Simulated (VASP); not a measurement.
# CaSe in VASP: a series of runs

The runs below take CaSe through single point, with LDA.

Program: VASP 6.6.1. These are calculated values, not measurements. Logs are shortened: lines on timing, memory, paths and dates and some standing lists are left out, and cuts for length are marked.

### 1 The cell of the first run

It takes space group F-43m (No. 216, cubic). The conventional cell has a = 6.798 Å, b = 6.798 Å, c = 6.798 Å, α = 90.00°, β = 90.00°, γ = 90.00°. Within 3.9 Å of Ca (site symmetry -43m) lie 4 Se at 2.94 Å. Within 3.9 Å of Se (site symmetry -43m) lie 4 Ca at 2.94 Å.

### 2 Single point, LDA (strain +0.030 along x and y, +0.030 along z)

Input file INCAR:

```
PREC = Accurate
ENCUT = 520
EDIFF = 1E-7
ISMEAR = 0
SIGMA = 0.05
LREAL = False
LASPH = True
NELM = 60
ALGO = Normal
ISIF = 2
LWAVE = False
LCHARG = False
GGA = CA
NBANDS = 15
```

Input file KPOINTS:

```
Automatic mesh
0
Gamma
  6 6 6
```

Input file POSCAR:

```
CaSe
1.0
    0.0000000000      3.3990000000      3.3990000000
    3.3990000000      0.0000000000      3.3990000000
    3.3990000000      3.3990000000      0.0000000000
Ca Se
1 1
Direct
    0.0000000000      0.0000000000      0.0000000000
    0.7500000000      0.7500000000      0.7500000000
```

Potentials or basis: VASP PAW LDA potentials, release 64 (Ca_sv, Se).

Command:

```console
cat potpaw_LDA.64/Ca_sv/POTCAR potpaw_LDA.64/Se/POTCAR > POTCAR
mpirun -np 1 vasp_std > vasp.out
```

OUTCAR:

```text
PREC = Accurate
   ENCUT = 520
   EDIFF = 1E-7
   ISMEAR = 0
   LREAL = False
   LASPH = True
   NELM = 60
   ISIF = 2
   GGA = CA

 ion  position               nearest neighbor table
   1  0.000  0.000  0.000-   2 2.94   2 2.94   2 2.94   2 2.94
   2  0.750  0.750  0.750-   1 2.94   1 2.94   1 2.94   1 2.94

  LATTYP: Found a face centered cubic cell.
 ALAT       =     6.7980000000

  Lattice vectors:

 A1 = (   0.0000000000,   3.3990000000,   3.3990000000)
 A2 = (   3.3990000000,   0.0000000000,   3.3990000000)
 A3 = (   3.3990000000,   3.3990000000,   0.0000000000)

Analysis of symmetry for initial positions (statically):
=====================================================================
 Subroutine PRICEL returns:
 Original cell was already a primitive cell.

 Routine SETGRP: Setting up the symmetry group for a
 face centered cubic supercell.

 Subroutine GETGRP returns: Found 24 space group operations
 (whereof 24 operations were pure point group operations)
 out of a pool of 48 trial point group operations.

The static configuration has the point symmetry T_d .

Analysis of symmetry for dynamics (positions and initial velocities):
=====================================================================
 Subroutine PRICEL returns:
 Original cell was already a primitive cell.

 Routine SETGRP: Setting up the symmetry group for a
 face centered cubic supercell.

 Subroutine GETGRP returns: Found 24 space group operations
 (whereof 24 operations were pure point group operations)
 out of a pool of 48 trial point group operations.

The dynamic configuration has the point symmetry T_d .

 Subroutine INISYM returns: Found 24 space group operations
 (whereof 24 operations are pure point group operations),
 and found     1 'primitive' translations

----------------------------------------------------------------------------------------

                                     Primitive cell

  volume of cell :      78.5387

  direct lattice vectors                    reciprocal lattice vectors
     0.000000000  3.399000000  3.399000000    -0.147102089  0.147102089  0.147102089
     3.399000000  0.000000000  3.399000000     0.147102089 -0.147102089  0.147102089
     3.399000000  3.399000000  0.000000000     0.147102089  0.147102089 -0.147102089

  length of vectors
     4.806911899  4.806911899  4.806911899     0.254788292  0.254788292  0.254788292

  position of ions in fractional coordinates (direct lattice)
     0.000000000  0.000000000  0.000000000
     0.750000000  0.750000000  0.750000000

  ion indices of the primitive-cell ions
   primitive index   ion index
                 1           1
                 2           2

[... 76 lines left out ...]
   EFERMI =   0.00;   METHOD = LEGACY
   ISMEAR =     0;   SIGMA  =   0.05  broadening in eV -4-tet -1-fermi 0-gaus
   EFERMI_NEDOS =   21; number of points for ismear=-14 and -15
   IALGO  =     38    algorithm
   IMIX   =      4    mixing-type and parameters
     AMIX     =   0.40;   BMIX     =  1.00
     AMIX_MAG =   1.60;   BMIX_MAG =  1.00
  volume/ion in A,a.u.               =      39.27       265.00
  Fermi-wavevector in a.u.,A,eV,Ry     =   0.963282  1.820340 12.625025  0.927913
  Thomas-Fermi vector in A             =   2.092814
   LORBIT       =      0    0 simple, 1 ext, 2 COOP (PROOUT), +10 PAW based schemes
   GGA     = CA    functional components
   LHFCALC =     F    Hartree Fock is set to
   AEXX    =    0.0000 exact exchange contribution
   IVDW    =     0    specifies the selected vdW correction
   LEPSILON=     F    determine dielectric tensor
   LRPA    =     F    only Hartree local field effects (RPA)
 non-spin polarized calculation
 Gauss-broadening in eV      SIGMA  =   0.05
  energy-cutoff  :      520.00
  volume of cell :       78.54
 maximum number of plane-waves:      2126
   NGX = 17   NGY = 17   NGZ = 17

 number of electron      16.0000002 magnetization

 Free energy of the ion-electron system (eV)
  ---------------------------------------------------
  ext. energy  EPLUGINS =         0.00000000
  ---------------------------------------------------
  free energy    TOTEN  =        -9.66398599 eV

  energy without entropy =       -9.66398599  energy(sigma->0) =       -9.66398599

 E-fermi :  -0.5239     XC(G=0):  -7.6269

 val. band max:       -0.8682188490   @ k =  -0.3333   0.1667   0.0000
 cond. band min:       1.7654163479   @ k =   0.0000   0.0000   0.0000
 fundamental gap:      2.6336351969
 Fermi energy:        -0.5239196101

 k-point     1 :       0.0000    0.0000    0.0000
  band No.  band energies     occupation
      1     -39.9018      2.00000
      2     -21.1876      2.00000
      3     -21.1876      2.00000
      4     -21.1876      2.00000
      5     -11.1224      2.00000
      6      -0.9326      2.00000
      7      -0.9326      2.00000
      8      -0.9326      2.00000
      9       1.7654      0.00000
     10       4.1065      0.00000
     11       4.1065      0.00000
     12       5.8492      0.00000
     13       5.8492      0.00000
     14       5.8492      0.00000
[... 257 lines left out ...]
      2     -21.2137      2.00000
      3     -21.1986      2.00000
      4     -21.1959      2.00000
      5     -10.8689      2.00000
      6      -1.7830      2.00000
      7      -1.2450      2.00000
      8      -0.9713      2.00000
      9       2.6228      0.00000
     10       3.7406      0.00000
     11       4.5308      0.00000
     12       4.8038      0.00000
     13       5.1977      0.00000
     14       6.6218      0.00000
     15       7.2312      0.00000

------------------------ aborting loop because EDIFF is reached ----------------------------------------

  FORCE on cell =-STRESS in cart. coord.  units (eV):
  Direction    XX          YY          ZZ          XY          YZ          ZX
  --------------------------------------------------------------------------------------
  -------------------------------------------------------------------------------------
  Total       -2.2211934     -2.2211934     -2.2211934      0.0000000      0.0000000      0.0000000
  in kB      -45.3120255    -45.3120255    -45.3120255      0.0000000      0.0000000      0.0000000
  external PRESSURE =     -45.3120255 kB  Pullay stress =       0.0000000 kB

 VOLUME and BASIS-vectors are now :
 -----------------------------------------------------------------------------
  energy-cutoff  :      520.00
  volume of cell :       78.54
      direct lattice vectors                 reciprocal lattice vectors
     0.000000000  3.399000000  3.399000000    -0.147102089  0.147102089  0.147102089
     3.399000000  0.000000000  3.399000000     0.147102089 -0.147102089  0.147102089
     3.399000000  3.399000000  0.000000000     0.147102089  0.147102089 -0.147102089

 POSITION                                       TOTAL-FORCE (eV/Angst)
 -----------------------------------------------------------------------------------
      0.00000      0.00000      0.00000        -0.000000     -0.000000     -0.000000
      5.09850      5.09850      5.09850         0.000000      0.000000      0.000000
 -----------------------------------------------------------------------------------
    total drift:                                0.000000      0.000000      0.000000

  FREE ENERGIE OF THE ION-ELECTRON SYSTEM (eV)
  ---------------------------------------------------
  free  energy   TOTEN  =        -9.6639859872 eV

  energy  without entropy=       -9.6639859872  energy(sigma->0) =       -9.66398599
```

OSZICAR:

```text
N       E                     dE             d eps       ncg     rms          rms(c)
DAV:   1     0.107065712000E+03    0.10707E+03   -0.70290E+03   480   0.932E+02
DAV:   2    -0.434060617216E+01   -0.11141E+03   -0.10546E+03   599   0.225E+02
DAV:   3    -0.980576357481E+01   -0.54652E+01   -0.54171E+01   707   0.479E+01
DAV:   4    -0.101807432220E+02   -0.37498E+00   -0.37472E+00   671   0.990E+00
DAV:   5    -0.101838106031E+02   -0.30674E-02   -0.30673E-02   684   0.108E+00    0.458E+00
DAV:   6    -0.972799165032E+01    0.45582E+00   -0.62931E-01   557   0.336E+00    0.251E+00
DAV:   7    -0.966677848988E+01    0.61213E-01   -0.18282E-01   620   0.219E+00    0.103E+00
DAV:   8    -0.966422041469E+01    0.25581E-02   -0.26585E-02   571   0.118E+00    0.200E-01
DAV:   9    -0.966367951639E+01    0.54090E-03   -0.26799E-03   599   0.376E-01    0.107E-01
DAV:  10    -0.966397965230E+01   -0.30014E-03   -0.38777E-04   529   0.123E-01    0.229E-02
DAV:  11    -0.966398623967E+01   -0.65874E-05   -0.13462E-04   592   0.599E-02    0.747E-03
DAV:  12    -0.966398581561E+01    0.42407E-06   -0.48069E-06   634   0.155E-02    0.499E-03
DAV:  13    -0.966398595420E+01   -0.13859E-06   -0.10807E-06   615   0.547E-03    0.121E-03
DAV:  14    -0.966398598721E+01   -0.33008E-07   -0.17274E-07   619   0.245E-03
   1 F= -.96639860E+01 E0= -.96639860E+01  d E =-.846868E-23
```

It took 20 s on 1 thread of Intel Xeon 6975P-C (Granite Rapids), shared host; peak memory 0.17 GiB.

What came out:

```
Free energy            : -9.6640 eV
Pressure               : -4.5 GPa
Band gap on the k mesh : 2.63 eV, indirect (least direct gap 2.70 eV)
```

Levels at points of the mesh, in eV from the valence-band top:
| k point | band 6 | band 7 | band 8 | band 9 | band 10 | band 11 |
| --- | --- | --- | --- | --- | --- | --- |
| (0.00, 0.00, 0.00) | -0.06 | -0.06 | -0.06 | 2.63 | 4.97 | 4.97 |
| (0.50, 0.00, 0.00) | -1.14 | -0.01 | -0.01 | 4.64 | 5.07 | 5.07 |
| (0.50, 0.50, 0.00) | -1.15 | -0.06 | -0.06 | 3.33 | 4.57 | 5.59 |

Caveat: the cell differs from its parent crystal (strain +0.030 along x and y, +0.030 along z).

### 3 Single point, LDA (strain -0.030 along x and y, +0.000 along z)

Input file INCAR:

```
ALGO     = Normal         # electronic algorithm
EDIFF    = 1E-7           # SCF threshold, eV
ENCUT    = 520            # plane-wave cutoff, eV
ISIF     = 2              # what is computed and relaxed
ISMEAR   = 0              # smearing method
LASPH    = True           # aspherical terms in the spheres
LCHARG   = False          # write CHGCAR
LREAL    = False          # projectors in reciprocal space
LWAVE    = False          # write WAVECAR
NBANDS   = 15             # bands
NELM     = 100            # most SCF steps
PREC     = Accurate       # precision mode
SIGMA    = 0.05           # smearing width, eV
```

Input file KPOINTS:

```
k-points
0
Gamma
  6 6 6
```

Input file POSCAR:

```
CaSe
1.0
    0.0000000000      3.2010000000      3.3000000000
    3.2010000000      0.0000000000      3.3000000000
    3.2010000000      3.2010000000      0.0000000000
Ca Se
1 1
Direct
    0.0000000000      0.0000000000      0.0000000000
    0.7500000000      0.7500000000      0.7500000000
```

Potentials or basis: VASP PAW LDA potentials, release 64 (Ca_sv, Se).

Command:

```console
cat potpaw_LDA.64/Ca_sv/POTCAR potpaw_LDA.64/Se/POTCAR > POTCAR
mpirun -np 1 vasp_std > vasp.out
```

It took 27 s on 1 thread of Intel Xeon 6975P-C (Granite Rapids), shared host; peak memory 0.18 GiB.

Results (log left out):

```yaml
Free_energy: -9.8569 eV
Pressure: -0.7 GPa
Band_gap_on_the_k_mesh: 3.02 eV, indirect (least direct gap 3.18 eV)
```

Stress tensor (GPa, compression positive):
```
-0.63  0.00  0.00
 0.00 -0.63  0.00
 0.00  0.00 -0.80
```

Levels at points of the mesh, in eV from the valence-band top:
```csv
k point,band 4,band 5,band 6,band 7,band 8,band 9,band 10,band 11,band 12,band 13
"(0.00, 0.00, 0.00)",-19.78,-10.47,-0.20,-0.16,-0.16,3.02,5.20,5.36,7.36,7.51
"(0.50, 0.00, 0.00)",-19.79,-10.17,-1.37,-0.12,-0.03,4.96,5.37,5.42,5.74,6.35
"(0.50, 0.50, 0.00)",-19.80,-10.08,-1.45,-0.02,-0.02,3.27,4.86,6.05,6.05,6.08
"(0.50, 0.00, 0.50)",-19.80,-10.07,-1.38,-0.11,-0.10,3.32,4.85,6.05,6.08,6.09
```

Caveat: the cell differs from its parent crystal (strain -0.030 along x and y, +0.000 along z). A k mesh can miss the band edges.

### 4 Single point, LDA (strain -0.030 along x and y, -0.015 along z)

Input file INCAR:

```
SYSTEM = CaSe
PREC     = Accurate       ! precision mode
ENCUT    = 520            ! plane-wave cutoff, eV
EDIFF    = 1E-7           ! SCF threshold, eV
ISMEAR   = 0              ! smearing method
SIGMA    = 0.05           ! smearing width, eV
LREAL    = .FALSE.        ! projectors in reciprocal space
LASPH    = .TRUE.         ! aspherical terms in the spheres
NELM     = 80             ! most SCF steps
ALGO     = Normal         ! electronic algorithm
ISIF     = 2              ! what is computed and relaxed
LWAVE    = .FALSE.        ! write WAVECAR
LCHARG   = .TRUE.         ! write CHGCAR
LELF     = .TRUE.         ! ELF
LVHAR    = .TRUE.       
NBANDS   = 15             ! bands
```

Input file KPOINTS:

```
Automatic mesh
0
G
  6 6 6
  0 0 0
```

Input file POSCAR:

```
CaSe
1.0
    0.0000000000      3.2010000000      3.2505000000
    3.2010000000      0.0000000000      3.2505000000
    3.2010000000      3.2010000000      0.0000000000
Ca Se
1 1
Direct
    0.0000000000      0.0000000000      0.0000000000
    0.7500000000      0.7500000000      0.7500000000
```

Command:

```console
cat potpaw_LDA.64/Ca_sv/POTCAR potpaw_LDA.64/Se/POTCAR > POTCAR
mpirun -np 1 vasp_std > vasp.out
```

Wall time 34 s (1 thread of Intel Xeon 6975P-C (Granite Rapids), shared host); peak memory 0.19 GiB.

The run converged. Its results:

```yaml
Free_energy: -9.8598 eV
Pressure: -0.1 GPa
Band_gap_on_the_k_mesh: 3.09 eV, indirect (least direct gap 3.25 eV)
```

Levels at points of the mesh, in eV from the valence-band top:
```
           k point  band 4  band 5  band 6  band 7  band 8  band 9  band 10  band 11  band 12  band 13
(0.00, 0.00, 0.00)  -19.70  -10.46   -0.17   -0.15   -0.15    3.09     5.30     5.38     7.52     7.60
(0.50, 0.00, 0.00)  -19.71  -10.15   -1.36   -0.08   -0.03    5.02     5.45     5.47     5.83     6.43
(0.50, 0.50, 0.00)  -19.72  -10.05   -1.42   -0.02   -0.02    3.31     4.92     6.13     6.13     6.16
(0.50, 0.00, 0.50)  -19.72  -10.05   -1.39   -0.06   -0.06    3.34     4.92     6.14     6.15     6.16
```

Caveat: the cell differs from its parent crystal (strain -0.030 along x and y, -0.015 along z).

### 5 Single point, LDA (strain -0.015 along x and y, -0.030 along z)

INCAR: that of step 4 with these lines changed.

```diff
@@ -3,3 +3,3 @@
 ENCUT    = 520            ! plane-wave cutoff, eV
-EDIFF    = 1E-7           ! SCF threshold, eV
+EDIFF    = 1E-6           ! SCF threshold, eV
 ISMEAR   = 0              ! smearing method
@@ -8,3 +8,3 @@
 LASPH    = .TRUE.         ! aspherical terms in the spheres
-NELM     = 80             ! most SCF steps
+NELM     = 100            ! most SCF steps
 ALGO     = Normal         ! electronic algorithm
```

Input file KPOINTS:

```
regular mesh
0
G
  6 6 6
  0 0 0
```

Input file POSCAR:

```
CaSe
1.0
    0.0000000000      3.2505000000      3.2010000000
    3.2505000000      0.0000000000      3.2010000000
    3.2505000000      3.2505000000      0.0000000000
Ca Se
1 1
Direct
    0.0000000000      0.0000000000      0.0000000000
    0.7500000000      0.7500000000      0.7500000000
```

Command:

```console
cat potpaw_LDA.64/Ca_sv/POTCAR potpaw_LDA.64/Se/POTCAR > POTCAR
mpirun -np 1 vasp_std > vasp.out
```

Wall time 32 s (1 thread of Intel Xeon 6975P-C (Granite Rapids), shared host); peak memory 0.18 GiB.

The run converged. Its results:

- Free energy: -9.8574 eV
- Pressure: -0.7 GPa
- Band gap on the k mesh: 3.06 eV, indirect (least direct gap 3.18 eV)

Levels at points of the mesh, in eV from the valence-band top:
```tsv
k point	band 5	band 6	band 7	band 8	band 9	band 10	band 11	band 12
(0.00, 0.00, 0.00)	-10.43	-0.14	-0.14	-0.12	3.06	5.28	5.36	7.48
(0.50, 0.00, 0.00)	-10.13	-1.32	-0.06	-0.01	5.00	5.43	5.45	5.78
(0.50, 0.50, 0.00)	-10.03	-1.34	-0.06	-0.06	3.36	4.90	6.11	6.11
(0.50, 0.00, 0.50)	-10.03	-1.37	-0.02	-0.02	3.34	4.90	6.09	6.11
```

Caveat: the cell differs from its parent crystal (strain -0.015 along x and y, -0.030 along z). A k mesh can miss the band edges.

### 6 Overview

```tsv
cell	gap on the mesh (eV)	pressure (GPa)
a = 4.807 Å, angles 60.0°, 2 atoms	2.63	-4.5
a = 4.597, b = 4.597, c = 4.527 Å, angles 60.5, 60.5, 59.0°, 2 atoms	3.02	-0.7
a = 4.562, b = 4.562, c = 4.527 Å, angles 60.3, 60.3, 59.5°, 2 atoms	3.09	-0.1
a = 4.562, b = 4.562, c = 4.597 Å, angles 59.7, 59.7, 60.5°, 2 atoms	3.06	-0.7
```

Alike in all rows: task single point; level LDA; potentials or basis VASP PAW LDA potentials, release 64 (Ca_sv, Se); no spin polarisation; k mesh 6 × 6 × 6; cutoff (eV) 520; smearing gaussian 0.05 eV.

Absolute energies hang on the potentials; compare differences alone.
